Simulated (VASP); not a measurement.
# LiCl (Fm-3m) in VASP: a series of runs

Aim: see how the results for LiCl move with the level of theory and the settings. Levels: revPBE+D4, BLYP+D4, PBEsol-based screened hybrid with 25 % exact exchange. Tasks: relaxation of cell and atoms, single point.

Everything below comes from runs of VASP 6.6.1. Logs are shortened: lines on timing, memory, paths and dates and some standing lists are left out, and cuts for length are marked.

## 1. The cell of the first run

The structure is cubic, space group Fm-3m (No. 225). Conventional cell: a = 5.130 Å, b = 5.130 Å, c = 5.130 Å, α = 90.00°, β = 90.00°, γ = 90.00°. Cl (site symmetry m-3m) has 6 Li at 2.56 Å within 3.4 Å. Li (site symmetry m-3m) has 6 Cl at 2.56 Å within 3.4 Å.

## 2. Relaxation of cell and atoms, revPBE+D4

Input file INCAR:

```
PREC = Accurate
ENCUT = 600
EDIFF = 1E-7
ISMEAR = -1
SIGMA = 0.05
LREAL = False
LASPH = True
NELM = 60
ALGO = Normal
ISIF = 3
LWAVE = False
LCHARG = False
GGA = RE
IVDW = 13
IBRION = 2
NSW = 60
EDIFFG = -0.01
```

Input file KPOINTS:

```
regular mesh
0
Gamma
  9 9 9
```

Input file POSCAR:

```
LiCl
1.0
    0.0000000000      2.5647700000      2.5647700000
    2.5647700000      0.0000000000      2.5647700000
    2.5647700000      2.5647700000      0.0000000000
Cl Li
1 1
Direct
    0.5000000000      0.5000000000      0.5000000000
    0.0000000000      0.0000000000      0.0000000000
```

Potentials or basis: VASP PAW PBE potentials, release 64 (Cl, Li_sv).

Command:

```
$ cat potpaw_PBE.64/Cl/POTCAR potpaw_PBE.64/Li_sv/POTCAR > POTCAR
$ mpirun -np 1 vasp_std > vasp.out
```

OUTCAR:

```text
PREC = Accurate
   ENCUT = 600
   EDIFF = 1E-7
   ISMEAR = -1
   LREAL = False
   LASPH = True
   NELM = 60
   ISIF = 3
   GGA = RE
   IVDW = 13
   IBRION = 2
   NSW = 60
   EDIFFG = -0.01

 ion  position               nearest neighbor table
   1  0.500  0.500  0.500-   2 2.56   2 2.56   2 2.56   2 2.56   2 2.56   2 2.56
   2  0.000  0.000  0.000-   1 2.56   1 2.56   1 2.56   1 2.56   1 2.56   1 2.56

  LATTYP: Found a face centered cubic cell.
 ALAT       =     5.1295400000

  Lattice vectors:

 A1 = (   0.0000000000,   2.5647700000,   2.5647700000)
 A2 = (   2.5647700000,   0.0000000000,   2.5647700000)
 A3 = (   2.5647700000,   2.5647700000,   0.0000000000)

Analysis of symmetry for initial positions (statically):
=====================================================================
 Subroutine PRICEL returns:
 Original cell was already a primitive cell.

 Routine SETGRP: Setting up the symmetry group for a
 face centered cubic supercell.

 Subroutine GETGRP returns: Found 48 space group operations
 (whereof 48 operations were pure point group operations)
 out of a pool of 48 trial point group operations.

The static configuration has the point symmetry O_h .

Analysis of symmetry for dynamics (positions and initial velocities):
=====================================================================
 Subroutine PRICEL returns:
 Original cell was already a primitive cell.

 Routine SETGRP: Setting up the symmetry group for a
 face centered cubic supercell.

 Subroutine GETGRP returns: Found 48 space group operations
 (whereof 48 operations were pure point group operations)
 out of a pool of 48 trial point group operations.

The dynamic configuration has the point symmetry O_h .

 Subroutine INISYM returns: Found 48 space group operations
 (whereof 48 operations are pure point group operations),
 and found     1 'primitive' translations

----------------------------------------------------------------------------------------

                                     Primitive cell

  volume of cell :      33.7423

  direct lattice vectors                    reciprocal lattice vectors
     0.000000000  2.564770000  2.564770000    -0.194949255  0.194949255  0.194949255
     2.564770000  0.000000000  2.564770000     0.194949255 -0.194949255  0.194949255
     2.564770000  2.564770000  0.000000000     0.194949255  0.194949255 -0.194949255

  length of vectors
     3.627132518  3.627132518  3.627132518     0.337662014  0.337662014  0.337662014

  position of ions in fractional coordinates (direct lattice)
     0.500000000  0.500000000  0.500000000
     0.000000000  0.000000000  0.000000000

  ion indices of the primitive-cell ions
   primitive index   ion index
                 1           1
                 2           2

----------------------------------------------------------------------------------------

 KPOINTS: regular mesh

Automatic generation of k-mesh.
 Grid dimensions read from file:
 generate k-points for:    9    9    9

 Generating k-lattice:

  Cartesian coordinates                     Fractional coordinates (reciprocal lattice)
    -0.021661028  0.021661028  0.021661028     0.111111111  0.000000000  0.000000000
     0.021661028 -0.021661028  0.021661028     0.000000000  0.111111111  0.000000000
     0.021661028  0.021661028 -0.021661028     0.000000000  0.000000000  0.111111111

  Length of vectors
     0.037518002  0.037518002  0.037518002

  Shift w.r.t. Gamma in fractional coordinates (k-lattice)
     0.000000000  0.000000000  0.000000000

 Subroutine IBZKPT returns following result:
 ===========================================

 Found     35 irreducible k-points:

 Following reciprocal coordinates:
            Coordinates               Weight
  0.000000  0.000000  0.000000      1.000000
  0.111111  0.000000  0.000000      8.000000
  0.222222  0.000000  0.000000      8.000000
  0.333333  0.000000  0.000000      8.000000
  0.444444  0.000000  0.000000      8.000000
  0.111111  0.111111  0.000000      6.000000
[... 16 lines left out ...]
 -0.333333  0.333333  0.000000     12.000000
  0.444444  0.444444  0.000000      6.000000
 [... further k-points ...]
   k-points           NKPTS =     35   k-points in BZ     NKDIM =     35   number of bands    NBANDS=      9
   number of dos      NEDOS =    301   number of ions     NIONS =      2
   total plane-waves  NPLWV =  27000
   dimension x,y,z NGX =    30 NGY =   30 NGZ =   30
   dimension x,y,z NGXF=    60 NGYF=   60 NGZF=   60
   ions per type =               1   1
   NGX,Y,Z   is equivalent  to a cutoff of  13.75, 13.75, 13.75 a.u.
   NGXF,Y,Z  is equivalent  to a cutoff of  27.50, 27.50, 27.50 a.u.
 SYSTEM =  unknown system
   PREC   = accura    normal or accurate (medium, high low for compatibility)
   ISTART =      0    job   : 0-new  1-cont  2-samecut
   ICHARG =      2    charge: 1-file 2-atom 10-const
   ISPIN  =      1    spin polarized calculation?
   LNONCOLLINEAR =      F non collinear calculations
   LSORBIT =      F    spin-orbit coupling
   LASPH  =      T    aspherical Exc in radial PAW
   ENCUT  =  600.0 eV  44.10 Ry    6.64 a.u.   7.24  7.24  7.24*2*pi/ulx,y,z
   NELM   =     60;   NELMIN=  2; NELMDL= -5     # of ELM steps
   EDIFF  = 0.1E-06   stopping-criterion for ELM
   LREAL  =      F    real-space projection
   EDIFFG = -.1E-01   stopping-criterion for IOM
   NSW    =     60    number of steps for IOM
   IBRION =      2    ionic relax: 0-MD 1-quasi-New 2-CG
   NFREE  =      1    steps in history (QN), initial steepest desc. (CG)
   ISIF   =      3    stress and relaxation
   ISYM   =      2    0-nonsym 1-usesym 2-fastsym
   POTIM  = 0.5000    time-step for ionic-motion
   TEBEG  =    0.0;   TEEND  =   0.0 temperature during run
   PSTRESS=    0.0 pullay stress
   NELECT =      10.0000    total number of electrons
   NUPDOWN=      -1.0000    fix difference up-down
   EMIN   =  10.00;   EMAX   =-10.00  energy-range for DOS
   EFERMI =   0.00;   METHOD = LEGACY
   ISMEAR =    -1;   SIGMA  =   0.05  broadening in eV -4-tet -1-fermi 0-gaus
   EFERMI_NEDOS =   21; number of points for ismear=-14 and -15
   IALGO  =     38    algorithm
   IMIX   =      4    mixing-type and parameters
     AMIX     =   0.40;   BMIX     =  1.00
     AMIX_MAG =   1.60;   BMIX_MAG =  1.00
  volume/ion in A,a.u.               =      16.87       113.85
  Fermi-wavevector in a.u.,A,eV,Ry     =   1.091482  2.062601 16.209056  1.191332
  Thomas-Fermi vector in A             =   2.227728
   LORBIT       =      0    0 simple, 1 ext, 2 COOP (PROOUT), +10 PAW based schemes
   GGA     = RE    functional components
   LHFCALC =     F    Hartree Fock is set to
   AEXX    =    0.0000 exact exchange contribution
   IVDW    =    13    specifies the selected vdW correction
   LEPSILON=     F    determine dielectric tensor
   LRPA    =     F    only Hartree local field effects (RPA)
 conjugate gradient relaxation of ions
 non-spin polarized calculation
  energy-cutoff  :      600.00
  volume of cell :       33.74
 maximum number of plane-waves:      1147
 NGX is ok and might be reduce to    30
   NGX = 15   NGY = 15   NGZ = 15

--------------------------------------- Ionic step        1  -------------------------------------------

 number of electron      10.0000003 magnetization

 Free energy of the ion-electron system (eV)
  ---------------------------------------------------
  ext. energy  EPLUGINS =         0.00000000
  ---------------------------------------------------
  free energy    TOTEN  =        -7.01061822 eV

  energy without entropy =       -7.01061822  energy(sigma->0) =       -7.01061822

------------------------ aborting loop because EDIFF is reached ----------------------------------------

  DFT-D4 for vdW energy calculation

  Edisp (eV):   -0.45991

  FORCE on cell =-STRESS in cart. coord.  units (eV):
  Direction    XX          YY          ZZ          XY          YZ          ZX
  --------------------------------------------------------------------------------------
  -------------------------------------------------------------------------------------
  Total      -0.15716    -0.15716    -0.15716     0.00000     0.00000     0.00000
  in kB      -7.46258    -7.46258    -7.46258     0.00000     0.00000     0.00000
  external pressure =       -7.46 kB  Pullay stress =        0.00 kB

 VOLUME and BASIS-vectors are now :
 -----------------------------------------------------------------------------
  energy-cutoff  :      600.00
  volume of cell :       33.74
      direct lattice vectors                 reciprocal lattice vectors
     0.000000000  2.564770000  2.564770000    -0.194949255  0.194949255  0.194949255
     2.564770000  0.000000000  2.564770000     0.194949255 -0.194949255  0.194949255
     2.564770000  2.564770000  0.000000000     0.194949255  0.194949255 -0.194949255
[... 41 lines left out ...]
 POSITION                                       TOTAL-FORCE (eV/Angst)
 -----------------------------------------------------------------------------------
      2.55505      2.55505      2.55505         0.000000      0.000000     -0.000000
      2.55505      0.00000      2.55505        -0.000000     -0.000000      0.000000
 -----------------------------------------------------------------------------------
    total drift:                                0.000000     -0.000000      0.000000

  FREE ENERGIE OF THE ION-ELECTRON SYSTEM (eV)
  ---------------------------------------------------
  free  energy   TOTEN  =        -7.4718950951 eV

  energy  without entropy=       -7.4718950950  energy(sigma->0) =       -7.47189510

--------------------------------------- Ionic step        3  -------------------------------------------

 number of electron       9.9999998 magnetization

 Free energy of the ion-electron system (eV)
  ---------------------------------------------------
  ext. energy  EPLUGINS =         0.00000000
  ---------------------------------------------------
  free energy    TOTEN  =        -6.99932911 eV

  energy without entropy =       -6.99932911  energy(sigma->0) =       -6.99932911

 E-fermi :   1.9372     XC(G=0):  -8.6204

 val. band max:        0.8349644668   @ k =   0.0000   0.0000   0.0000
 cond. band min:       7.5076769528   @ k =   0.0000   0.0000   0.0000
 fundamental gap:      6.6727124860
 Fermi energy:         1.9371805086

 k-point     1 :       0.0000    0.0000    0.0000
  band No.  band energies     occupation
      1     -42.8376      2.00000
      2     -12.6352      2.00000
      3       0.8350      2.00000
      4       0.8350      2.00000
      5       0.8350      2.00000
      6       7.5077      0.00000
      7      12.8623      0.00000
      8      12.8623      0.00000
      9      12.8623      0.00000

 k-point     2 :       0.1111    0.0000    0.0000
  band No.  band energies     occupation
      1     -42.8372      2.00000
      2     -12.5726      2.00000
      3       0.4055      2.00000
      4       0.8008      2.00000
      5       0.8008      2.00000
      6       7.8853      0.00000
      7      12.2268      0.00000
      8      12.8653      0.00000
      9      12.8653      0.00000
[... 253 lines left out ...]
 k-point    24 :       0.4444    0.4444    0.0000
  band No.  band energies     occupation
      1     -42.8338      2.00000
      2     -11.8150      2.00000
      3      -2.0294      2.00000
      4      -0.2614      2.00000
      5      -0.2614      2.00000
      6       8.9805      0.00000
      7       9.2796      0.00000
      8      13.3815      0.00000
      9      15.2066      0.00000

 [... further k-points ...]

------------------------ aborting loop because EDIFF is reached ----------------------------------------

  DFT-D4 for vdW energy calculation

  Edisp (eV):   -0.47305

  FORCE on cell =-STRESS in cart. coord.  units (eV):
  Direction    XX          YY          ZZ          XY          YZ          ZX
  --------------------------------------------------------------------------------------
  -------------------------------------------------------------------------------------
  Total      -0.00377    -0.00377    -0.00377    -0.00000     0.00000    -0.00000
  in kB      -0.18335    -0.18335    -0.18335    -0.00000     0.00000    -0.00000
  external pressure =       -0.18 kB  Pullay stress =        0.00 kB

 VOLUME and BASIS-vectors are now :
 -----------------------------------------------------------------------------
  energy-cutoff  :      600.00
  volume of cell :       32.99
      direct lattice vectors                 reciprocal lattice vectors
     0.000000000  2.545444192  2.545444192    -0.196429370  0.196429370  0.196429370
     2.545444192  0.000000000  2.545444192     0.196429370 -0.196429370  0.196429370
     2.545444192  2.545444192  0.000000000     0.196429370  0.196429370 -0.196429370

 POSITION                                       TOTAL-FORCE (eV/Angst)
 -----------------------------------------------------------------------------------
      2.54544      2.54544      2.54544         0.000000      0.000000     -0.000000
      0.00000      0.00000      0.00000        -0.000000     -0.000000      0.000000
 -----------------------------------------------------------------------------------
    total drift:                               -0.000000     -0.000000      0.000000

  FREE ENERGIE OF THE ION-ELECTRON SYSTEM (eV)
  ---------------------------------------------------
  free  energy   TOTEN  =        -7.4723745500 eV

  energy  without entropy=       -7.4723745500  energy(sigma->0) =       -7.47237455

 reached required accuracy - stopping structural energy minimisation
```

Wall time 59 s (1 thread of Intel Xeon 8259CL, shared host); peak memory 0.17 GiB.

What came out:

| Property | Result |
| --- | --- |
| Free energy | -7.4724 eV |
| Relaxed volume | 16.49 Å³/atom |
| Relaxed cell | a = 3.600 Å, b = 3.600 Å, c = 3.600 Å, α = 60.00°, β = 60.00°, γ = 60.00° |
| Space group after relaxing (to 0.1 Å) | Fm-3m (No. 225) |
| Energy gained by relaxing | 0.9 meV/atom |
| Ionic steps | 3 |
| Pressure after relaxing | 0.0 GPa |
| Band gap on the k mesh | 6.67 eV |
| Dispersion energy per atom | -0.237 eV |

The path:
```tsv
step	energy change (eV)	largest force (eV/Å)	pressure (GPa)	volume (Å³)
1	0.0000	0.0000	-0.75	33.74
2	-0.0014	0.0000	-0.39	33.36
3	-0.0018	0.0000	-0.02	32.99
```

Final structure:
```
CELL_PARAMETERS angstrom
0.00000 2.54544 2.54544
2.54544 0.00000 2.54544
2.54544 2.54544 0.00000
ATOMIC_POSITIONS crystal
Cl 0.50000 0.50000 0.50000
Li 0.00000 0.00000 0.00000
```

Caveat: the cutoff is under 1.25 times the usual one of these potentials, so pressure, stress and relaxed cells hold a basis-set (Pulay) error; the PAW data sets were made with another functional, which shifts forces and pressure a little; an odd mesh through Γ misses points on the zone boundary, where band edges can lie.

(Part 1 of 3 ends here.)
